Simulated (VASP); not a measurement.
# HfB3 in VASP: a series of runs

The runs below take HfB3 through single point, with PBE.

All numbers are computed with VASP 6.6.1; they aren't measurements. Logs are shortened: lines on timing, memory, paths and dates and some standing lists are left out, and cuts for length are marked.

### Step 1. The cell of the first run

Symmetry: P-6m2, No. 187, hexagonal system. Conventional cell: a = 3.031 Å, b = 3.031 Å, c = 5.139 Å, α = 90.00°, β = 90.00°, γ = 120.00°. Hf (site symmetry -6m2) has 8 B at 2.49 to 2.57 Å and 6 Hf at 3.03 Å within 3.3 Å. Within 2.5 Å of B (site symmetry -6m2) lie 6 B at 1.92 Å. B (site symmetry 3m) has 4 B at 1.59 to 1.92 Å within 2.1 Å.

### Step 2. Single point, PBE

Contents of INCAR:

```
SYSTEM = HfB3
ALGO = Normal ; EDIFF = 1E-7
ENCUT = 520 ; GGA = PE
ISIF = 2 ; ISMEAR = 0
LASPH = .True. ; LCHARG = .True.
LELF = .True. ; LREAL = .False.
LVHAR = .True. ; LWAVE = .False.
NBANDS = 18 ; NELM = 60
PREC = Accurate ; SIGMA = 0.1
```

Contents of KPOINTS:

```
k-points
0
Gamma
  6 6 4
  0 0 0
```

Contents of POSCAR:

```
HfB3
1.0
    3.0308333459      0.0000000000      0.0000000000
   -1.5154166729      2.6247786721      0.0000000000
    0.0000000000      0.0000000000      5.1392211635
Hf B
1 3
Direct
    0.0000000000      0.0000000000      0.5000000000
    0.0000000000      0.0000000000      0.0000000000
    0.3333333333      0.6666666667      0.1546559109
    0.3333333333      0.6666666667      0.8453440891
```

Potentials or basis: VASP PAW PBE potentials, release 64 (Hf_pv, B).

On the command line:

```bash
$ cat potpaw_PBE.64/Hf_pv/POTCAR potpaw_PBE.64/B/POTCAR > POTCAR
$ mpirun -np 1 vasp_std > vasp.out
```

OUTCAR:

```text
SYSTEM = HfB3
   EDIFF = 1E-7
   ENCUT = 520
   GGA = PE
   ISIF = 2
   ISMEAR = 0
   LASPH = .True.
   LREAL = .False.
   NELM = 60
   PREC = Accurate

 ion  position               nearest neighbor table
   1  0.000  0.000  0.500-   3 2.49   4 2.49   3 2.49   4 2.49   3 2.49   4 2.49   2 2.57   2 2.57

   2  0.000  0.000  0.000-   3 1.92   4 1.92   3 1.92   4 1.92   3 1.92   4 1.92   1 2.57   1 2.57

   3  0.333  0.667  0.155-   4 1.59   2 1.92   2 1.92   2 1.92   1 2.49   1 2.49   1 2.49
   4  0.333  0.667  0.845-   3 1.59   2 1.92   2 1.92   2 1.92   1 2.49   1 2.49   1 2.49

  LATTYP: Found a hexagonal cell.
 ALAT       =     3.0308333459
 C/A-ratio  =     1.6956462388

  Lattice vectors:

 A1 = (   3.0308333459,   0.0000000000,   0.0000000000)
 A2 = (  -1.5154166729,   2.6247786721,   0.0000000000)
 A3 = (   0.0000000000,   0.0000000000,   5.1392211635)

Analysis of symmetry for initial positions (statically):
=====================================================================
 Subroutine PRICEL returns:
 Original cell was already a primitive cell.

 Routine SETGRP: Setting up the symmetry group for a
 hexagonal supercell.

 Subroutine GETGRP returns: Found 12 space group operations
 (whereof 12 operations were pure point group operations)
 out of a pool of 24 trial point group operations.

The static configuration has the point symmetry D_3h.

Analysis of symmetry for dynamics (positions and initial velocities):
=====================================================================
 Subroutine PRICEL returns:
 Original cell was already a primitive cell.

 Routine SETGRP: Setting up the symmetry group for a
 hexagonal supercell.

 Subroutine GETGRP returns: Found 12 space group operations
 (whereof 12 operations were pure point group operations)
 out of a pool of 24 trial point group operations.

The dynamic configuration has the point symmetry D_3h.

 Subroutine INISYM returns: Found 12 space group operations
 (whereof 12 operations are pure point group operations),
 and found     1 'primitive' translations

----------------------------------------------------------------------------------------

                                     Primitive cell

  volume of cell :      40.8839

  direct lattice vectors                    reciprocal lattice vectors
     3.030833346  0.000000000  0.000000000     0.329942259  0.190492252  0.000000000
    -1.515416673  2.624778672  0.000000000     0.000000000  0.380984504  0.000000000
     0.000000000  0.000000000  5.139221164     0.000000000  0.000000000  0.194582013

  length of vectors
     3.030833346  3.030833346  5.139221164     0.380984504  0.380984504  0.194582013

  position of ions in fractional coordinates (direct lattice)
     0.000000000  0.000000000  0.500000000
     0.000000000  0.000000000  0.000000000
     0.333333333  0.666666667  0.154655911
     0.333333333  0.666666667  0.845344089

  ion indices of the primitive-cell ions
   primitive index   ion index
                 1           1
                 2           2
                 3           3
                 4           4

----------------------------------------------------------------------------------------

 KPOINTS: k-points

Automatic generation of k-mesh.
 Grid dimensions read from file:
 generate k-points for:    6    6    4

 Generating k-lattice:

  Cartesian coordinates                     Fractional coordinates (reciprocal lattice)
     0.054990376  0.031748709  0.000000000     0.166666667  0.000000000  0.000000000
     0.000000000  0.063497417  0.000000000     0.000000000  0.166666667  0.000000000
     0.000000000  0.000000000  0.048645503     0.000000000  0.000000000  0.250000000

  Length of vectors
     0.063497417  0.063497417  0.048645503

  Shift w.r.t. Gamma in fractional coordinates (k-lattice)
     0.000000000  0.000000000  0.000000000

 Subroutine IBZKPT returns following result:
 ===========================================

 Found     21 irreducible k-points:

 Following reciprocal coordinates:
            Coordinates               Weight
  0.000000  0.000000  0.000000      1.000000
  0.166667  0.000000  0.000000      6.000000
  0.333333 -0.000000  0.000000      6.000000
  0.500000 -0.000000  0.000000      3.000000
  0.166667  0.166667  0.000000      6.000000
  0.333333  0.166667  0.000000     12.000000
[... 13 lines left out ...]
  0.333333  0.166667  0.500000     12.000000
  0.333333  0.333333  0.500000      2.000000
   k-points           NKPTS =     21   k-points in BZ     NKDIM =     21   number of bands    NBANDS=     18
   number of dos      NEDOS =    301   number of ions     NIONS =      4
   total plane-waves  NPLWV =  23040
   dimension x,y,z NGX =    24 NGY =   24 NGZ =   40
   dimension x,y,z NGXF=    48 NGYF=   48 NGZF=   80
   ions per type =               1   3
   NGX,Y,Z   is equivalent  to a cutoff of  13.16, 13.16, 12.94 a.u.
   NGXF,Y,Z  is equivalent  to a cutoff of  26.33, 26.33, 25.88 a.u.
 SYSTEM =  HfB3
   PREC   = accura    normal or accurate (medium, high low for compatibility)
   ISTART =      0    job   : 0-new  1-cont  2-samecut
   ICHARG =      2    charge: 1-file 2-atom 10-const
   ISPIN  =      1    spin polarized calculation?
   LNONCOLLINEAR =      F non collinear calculations
   LSORBIT =      F    spin-orbit coupling
   LASPH  =      T    aspherical Exc in radial PAW
   ENCUT  =  520.0 eV  38.22 Ry    6.18 a.u.   5.64  5.64  9.56*2*pi/ulx,y,z
   NELM   =     60;   NELMIN=  2; NELMDL= -5     # of ELM steps
   EDIFF  = 0.1E-06   stopping-criterion for ELM
   LREAL  =      F    real-space projection
   EDIFFG = 0.1E-05   stopping-criterion for IOM
   NSW    =      0    number of steps for IOM
   IBRION =     -1    ionic relax: 0-MD 1-quasi-New 2-CG
   NFREE  =      0    steps in history (QN), initial steepest desc. (CG)
   ISIF   =      2    stress and relaxation
   ISYM   =      2    0-nonsym 1-usesym 2-fastsym
   POTIM  = 0.5000    time-step for ionic-motion
   TEBEG  =    0.0;   TEEND  =   0.0 temperature during run
   PSTRESS=    0.0 pullay stress
   NELECT =      19.0000    total number of electrons
   NUPDOWN=      -1.0000    fix difference up-down
   EMIN   =  10.00;   EMAX   =-10.00  energy-range for DOS
   EFERMI =   0.00;   METHOD = LEGACY
   ISMEAR =     0;   SIGMA  =   0.10  broadening in eV -4-tet -1-fermi 0-gaus
   EFERMI_NEDOS =   21; number of points for ismear=-14 and -15
   IALGO  =     38    algorithm
   IMIX   =      4    mixing-type and parameters
     AMIX     =   0.40;   BMIX     =  1.00
     AMIX_MAG =   1.60;   BMIX_MAG =  1.00
  volume/ion in A,a.u.               =      10.22        68.97
  Fermi-wavevector in a.u.,A,eV,Ry     =   1.268066  2.396298 21.878067  1.607993
  Thomas-Fermi vector in A             =   2.401181
   LORBIT       =      0    0 simple, 1 ext, 2 COOP (PROOUT), +10 PAW based schemes
   GGA     = PE    functional components
   LHFCALC =     F    Hartree Fock is set to
   AEXX    =    0.0000 exact exchange contribution
   IVDW    =     0    specifies the selected vdW correction
   LEPSILON=     F    determine dielectric tensor
   LRPA    =     F    only Hartree local field effects (RPA)
 non-spin polarized calculation
 Gauss-broadening in eV      SIGMA  =   0.10
  energy-cutoff  :      520.00
  volume of cell :       40.88
 maximum number of plane-waves:      1123
 NGX is ok and might be reduce to    24
   NGX = 11   NGY = 11   NGZ = 19

 number of electron      19.0000003 magnetization

 Free energy of the ion-electron system (eV)
  ---------------------------------------------------
  ext. energy  EPLUGINS =         0.00000000
  ---------------------------------------------------
  free energy    TOTEN  =       -30.70470679 eV

  energy without entropy =      -30.69052452  energy(sigma->0) =      -30.69761566

 E-fermi :   5.4172     XC(G=0): -11.9048

 val. band max:        5.4119005913   @ k =   0.1667   0.1667   0.2500
 cond. band min:       5.4945165814   @ k =   0.1667   0.1667   0.0000
 fundamental gap:      0.0826159901
 Fermi energy:         5.4171626526

 k-point     1 :       0.0000    0.0000    0.0000
  band No.  band energies     occupation
      1     -24.1873      2.00000
      2     -23.6865      2.00000
      3     -23.6865      2.00000
      4      -7.8168      2.00000
      5      -0.4971      2.00000
      6      -0.4362      2.00000
[... 10 lines left out ...]
     17      13.4926      0.00000
     18      13.8784      0.00000

 k-point     2 :       0.1667    0.0000    0.0000
  band No.  band energies     occupation
      1     -24.1437      2.00000
      2     -23.9428      2.00000
      3     -23.7436      2.00000
      4      -7.3328      2.00000
      5      -0.2732      2.00000
      6       0.3576      2.00000
[... 10 lines left out ...]
     17      14.4065      0.00000
     18      14.6030      0.00000

 k-point     3 :       0.3333   -0.0000    0.0000
  band No.  band energies     occupation
      1     -24.4257      2.00000
      2     -24.0554      2.00000
      3     -23.8557      2.00000
      4      -5.9593      2.00000
      5      -0.4426      2.00000
      6       0.3685      2.00000
[... 10 lines left out ...]
     17      15.0756      0.00000
     18      15.3655      0.00000

 k-point     4 :       0.5000   -0.0000    0.0000
  band No.  band energies     occupation
      1     -24.6543      2.00000
      2     -24.0106      2.00000
      3     -23.9107      2.00000
      4      -4.4110      2.00000
      5      -2.6593      2.00000
      6       0.9768      2.00000
[... 10 lines left out ...]
     17      15.3629      0.00000
     18      15.5521      0.00000

 k-point     5 :       0.1667    0.1667    0.0000
  band No.  band energies     occupation
      1     -24.2618      2.00000
      2     -24.0776      2.00000
      3     -23.8781      2.00000
      4      -6.4016      2.00000
      5       0.1741      2.00000
      6       0.7392      2.00000
[... 10 lines left out ...]
     17      14.3801      0.00000
     18      15.5563      0.00000

 k-point     6 :       0.3333    0.1667    0.0000
  band No.  band energies     occupation
      1     -24.5347      2.00000
      2     -24.0437      2.00000
      3     -24.0107      2.00000
      4      -4.7247      2.00000
      5      -1.6643      2.00000
      6       0.9912      2.00000
[... 10 lines left out ...]
     17      14.8756      0.00000
     18      15.7936      0.00000

 k-point     7 :       0.3333    0.3333    0.0000
  band No.  band energies     occupation
      1     -24.3781      2.00000
      2     -24.3550      2.00000
      3     -23.9884      2.00000
      4      -3.5703      2.00000
      5      -2.1913      2.00000
      6      -0.1568      2.00000
[... 10 lines left out ...]
     17      16.0219      0.00000
     18      16.6508      0.00000

 k-point     8 :       0.0000    0.0000    0.2500
  band No.  band energies     occupation
      1     -24.1897      2.00000
      2     -23.6864      2.00000
      3     -23.6864      2.00000
      4      -7.5898      2.00000
      5      -2.3593      2.00000
      6       1.5837      2.00000
[... 10 lines left out ...]
     17      13.5993      0.00000
     18      14.1854      0.00000
[... 166 lines left out ...]
     17      13.6972      0.00000
     18      14.1861      0.00000

 k-point    17 :       0.3333   -0.0000    0.5000
  band No.  band energies     occupation
      1     -24.4252      2.00000
      2     -24.0582      2.00000
      3     -23.8554      2.00000
      4      -5.6884      2.00000
      5      -0.9206      2.00000
      6      -0.2048      2.00000
[... 10 lines left out ...]
     17      15.1134      0.00000
     18      16.6317      0.00000

 k-point    18 :       0.5000   -0.0000    0.5000
  band No.  band energies     occupation
      1     -24.6536      2.00000
      2     -24.0128      2.00000
      3     -23.9104      2.00000
      4      -4.3792      2.00000
      5      -2.2790      2.00000
      6       0.3347      2.00000
[... 10 lines left out ...]
     17      14.1859      0.00000
     18      16.3724      0.00000

 k-point    19 :       0.1667    0.1667    0.5000
  band No.  band energies     occupation
      1     -24.2613      2.00000
      2     -24.0808      2.00000
      3     -23.8779      2.00000
      4      -6.0800      2.00000
      5      -1.3676      2.00000
      6       1.1452      2.00000
[... 10 lines left out ...]
     17      13.3304      0.00000
     18      15.0820      0.00000

 k-point    20 :       0.3333    0.1667    0.5000
  band No.  band energies     occupation
      1     -24.5342      2.00000
      2     -24.0434      2.00000
      3     -24.0129      2.00000
      4      -4.6100      2.00000
      5      -1.3470      2.00000
      6       0.3933      2.00000
[... 10 lines left out ...]
     17      15.7205      0.00000
     18      16.7464      0.00000

 k-point    21 :       0.3333    0.3333    0.5000
  band No.  band energies     occupation
      1     -24.3777      2.00000
      2     -24.3544      2.00000
      3     -23.9903      2.00000
      4      -3.7064      2.00000
      5      -1.4678      2.00000
      6      -0.5799      2.00000
[... 10 lines left out ...]
     17      16.2987      0.00000
     18      16.7541      0.00000

------------------------ aborting loop because EDIFF is reached ----------------------------------------

  FORCE on cell =-STRESS in cart. coord.  units (eV):
  Direction    XX          YY          ZZ          XY          YZ          ZX
  --------------------------------------------------------------------------------------
  -------------------------------------------------------------------------------------
  Total       -0.0189577     -0.0189577      0.2689789     -0.0000000      0.0000000      0.0000000
  in kB       -0.7429250     -0.7429250     10.5408773     -0.0000000      0.0000000      0.0000000
  external PRESSURE =       3.0183424 kB  Pullay stress =       0.0000000 kB

 VOLUME and BASIS-vectors are now :
 -----------------------------------------------------------------------------
  energy-cutoff  :      520.00
  volume of cell :       40.88
      direct lattice vectors                 reciprocal lattice vectors
     3.030833346  0.000000000  0.000000000     0.329942259  0.190492252  0.000000000
    -1.515416673  2.624778672  0.000000000     0.000000000  0.380984504  0.000000000
     0.000000000  0.000000000  5.139221164     0.000000000  0.000000000  0.194582013

 POSITION                                       TOTAL-FORCE (eV/Angst)
 -----------------------------------------------------------------------------------
      0.00000      0.00000      2.56961        -0.000000     -0.000000      0.000000
      0.00000      0.00000      0.00000         0.000000     -0.000000      0.000000
     -0.00000      1.74985      0.79481         0.000000      0.000000     -0.228593
     -0.00000      1.74985      4.34441         0.000000      0.000000      0.228593
 -----------------------------------------------------------------------------------
    total drift:                                0.000000     -0.000000      0.000000

  FREE ENERGIE OF THE ION-ELECTRON SYSTEM (eV)
  ---------------------------------------------------
  free  energy   TOTEN  =       -30.7047067933 eV

  energy  without entropy=      -30.6905245244  energy(sigma->0) =      -30.69761566
```

It took 28 s on 1 thread of AMD EPYC 7R43 (Zen 3), shared host; peak memory 0.13 GiB.

What came out:

- Free energy: -30.7047 eV
- Pressure: 0.3 GPa
- Largest force: 0.229 eV/Å

Forces on the atoms (eV/Å):
```
Hf   0.000  0.000  0.000
B    0.000  0.000  0.000
B    0.000  0.000 -0.229
B    0.000  0.000  0.229
```

Caveat: the k points lie up to 0.40 Å⁻¹ apart; spin-orbit coupling is left out, which moves the levels of the heavy elements.

### Step 3. Single point, PBE

Contents of INCAR:

```
SYSTEM = HfB3
PREC = Accurate
ENCUT = 520
EDIFF = 1E-6
ISMEAR = 0
SIGMA = 0.1
LREAL = .False.
LASPH = .True.
NELM = 80
ALGO = Normal
ISIF = 2
LWAVE = .False.
LCHARG = .True.
GGA = PE
LELF = .True.
LVHAR = .True.
NBANDS = 18
```

Contents of KPOINTS:

```
regular mesh
0
Gamma
  18 18 10
  0 0 0
```

Contents of POSCAR:

```
HfB3
1.0
    3.0320596973      0.0000000000      0.0000000000
   -1.5160298486      2.6258407236      0.0000000000
    0.0000000000      0.0000000000      5.1373714448
Hf B
1 3
Direct
    0.0000000000      0.0000000000      0.5000000000
    0.0000000000      0.0000000000      0.0000000000
    0.3333333333      0.6666666667      0.1548238705
    0.3333333333      0.6666666667      0.8451761295
```

Potentials or basis: VASP PAW PBE potentials, release 64 (Hf_pv, B).

On the command line:

```bash
$ cat potpaw_PBE.64/Hf_pv/POTCAR potpaw_PBE.64/B/POTCAR > POTCAR
$ mpirun -np 1 vasp_std > vasp.out
```

It took 3.5 min on 1 thread of AMD EPYC 7R43 (Zen 3), shared host; peak memory 0.23 GiB.

Results (log left out):

```
Free energy   : -30.7248 eV
Pressure      : -0.1 GPa
Largest force : 0.026 eV/Å
```

Forces on the atoms (eV/Å):
```
Hf   0.000  0.000  0.000
B    0.000  0.000  0.000
B    0.000  0.000  0.026
B    0.000  0.000 -0.026
```

Stress tensor (GPa, compression positive):
```
-0.22  0.00  0.00
 0.00 -0.22  0.00
 0.00  0.00  0.07
```

Levels at points of the mesh, in eV from the Fermi level:
| k point | band 7 | band 8 | band 9 | band 10 | band 11 | band 12 | band 13 | band 14 |
| --- | --- | --- | --- | --- | --- | --- | --- | --- |
| (0.00, 0.00, 0.00) | -0.28 | -0.28 | 0.52 | 2.43 | 2.43 | 3.99 | 3.99 | 5.55 |
| (0.50, 0.00, 0.00) | -3.20 | -2.33 | -2.25 | 0.18 | 1.75 | 4.37 | 6.71 | 6.82 |
| (0.00, 0.00, 0.50) | -1.09 | -0.30 | -0.30 | 1.68 | 1.68 | 5.71 | 5.71 | 6.77 |
| (0.50, 0.00, 0.50) | -2.77 | -2.69 | -2.38 | -0.90 | 4.64 | 4.83 | 5.07 | 6.55 |

Caveat: spin-orbit coupling is left out, which moves the levels of the heavy elements.

(Part 1 of 2 ends here.)
